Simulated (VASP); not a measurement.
TaN:

```
CELL_PARAMETERS angstrom
3.22504 0.00000 0.00000
0.00000 4.41323 0.00000
0.00000 0.00000 3.07625
ATOMIC_POSITIONS crystal
Ta 0.50000 0.50000 0.70731
Ta 0.00000 0.00000 0.29269
N 0.00000 0.50000 0.21501
N 0.50000 0.00000 0.78499
```

The cell was built from a structure type or drawn by symmetry, and may not be a known phase.

| Quantity | Value |
| --- | --- |
| Program | VASP 6.6.1 |
| Task | relaxation of cell and atoms |
| Functional | PBE |
| Potentials or basis | VASP PAW PBE potentials, release 64 (Ta_pv, N) |
| Cutoff | 600 eV |
| k mesh | 6 × 4 × 6 |
| Occupations | gaussian, width 0.1 eV |
| Spin | no spin polarisation |

At the start: pressure -3.8 GPa; volume 10.95 Å³/atom.

Problem. Where does the relaxation end?

Solution. Over 16 steps the energy falls by 41.5 meV/atom and the volume is 10.84 Å³/atom (-0.9 %); space group Pmmn (No. 59, to 0.1 Å) before and after.

Step by step:
| step | energy change (eV) | largest force (eV/Å) | pressure (GPa) | volume (Å³) |
| --- | --- | --- | --- | --- |
| 1 | 0.0000 | 0.1099 | -3.83 | 43.78 |
| 2 | -0.0314 | 0.2310 | 9.80 | 42.12 |
| 3 | -0.0442 | 0.1319 | 4.75 | 42.69 |
| 4 | -0.0890 | 0.3229 | 1.63 | 43.16 |
| 5 | -0.0963 | 0.4159 | 0.37 | 43.39 |
| 6 | -0.1277 | 0.4160 | -1.72 | 43.66 |
| 7 | -0.1358 | 0.3960 | -2.89 | 43.83 |
| 8 | -0.1371 | 0.3818 | -3.36 | 43.90 |
| 9 | -0.1543 | 0.2614 | -1.05 | 43.53 |
| 10 | -0.1585 | 0.1812 | 0.83 | 43.25 |
| 11 | -0.1606 | 0.1602 | 0.25 | 43.32 |
| 12 | -0.1629 | 0.0980 | -1.48 | 43.54 |
| 13 | -0.1641 | 0.0788 | -1.19 | 43.50 |
| 14 | -0.1657 | 0.0403 | -0.45 | 43.41 |
| 15 | -0.1657 | 0.0505 | -0.32 | 43.39 |
| 16 | -0.1659 | 0.0326 | -0.13 | 43.37 |

Final structure:
```
CELL_PARAMETERS angstrom
3.06178 0.00000 0.00000
0.00000 4.31009 0.00000
0.00000 0.00000 3.28642
ATOMIC_POSITIONS crystal
Ta 0.50000 0.50000 0.69668
Ta 0.00000 0.00000 0.30332
N 0.00000 0.50000 0.20358
N 0.50000 0.00000 0.79642
```
